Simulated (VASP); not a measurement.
A run of VASP 6.6.1 is set up as follows.

File INCAR:

```
SYSTEM = Si3F
PREC     = Accurate       ! precision mode
ENCUT    = 520            ! plane-wave cutoff, eV
EDIFF    = 1E-6           ! SCF threshold, eV
ISMEAR   = 0              ! smearing method
SIGMA    = 0.1            ! smearing width, eV
LREAL    = .FALSE.        ! projectors in reciprocal space
LASPH    = .TRUE.         ! aspherical terms in the spheres
NELM     = 150            ! most SCF steps
ALGO     = Normal         ! electronic algorithm
ISIF     = 2              ! what is computed and relaxed
LWAVE    = .FALSE.        ! write WAVECAR
LCHARG   = .FALSE.        ! write CHGCAR
ISPIN    = 2              ! spin polarisation
MAGMOM   = 0 0 0 1        ! initial moments
LORBIT   = 11             ! projections on sites
GGA      = PE             ! functional
NBANDS   = 22             ! bands
```

File KPOINTS:

```
regular mesh
0
G
  6 6 6
  0 0 0
```

POSCAR

```
Si3F
1.0
    0.0000000000      2.9996543661      2.9996543661
    2.9996543661      0.0000000000      2.9996543661
    2.9996543661      2.9996543661      0.0000000000
Si F
3 1
Direct
    0.7500000000      0.7500000000      0.7500000000
    0.2500000000      0.2500000000      0.2500000000
    0.0000000000      0.0000000000      0.0000000000
    0.5000000000      0.5000000000      0.5000000000
```

Potentials or basis: VASP PAW PBE potentials, release 64 (Si, F).

Command:

```sh
$ cat potpaw_PBE.64/Si/POTCAR potpaw_PBE.64/F/POTCAR > POTCAR
$ mpirun -np 1 vasp_std > vasp.out
```

Q: What does it give for the pressure?

A: -0.2 GPa.

Q: Predict the net moment.

A: 0.00 μB per cell.
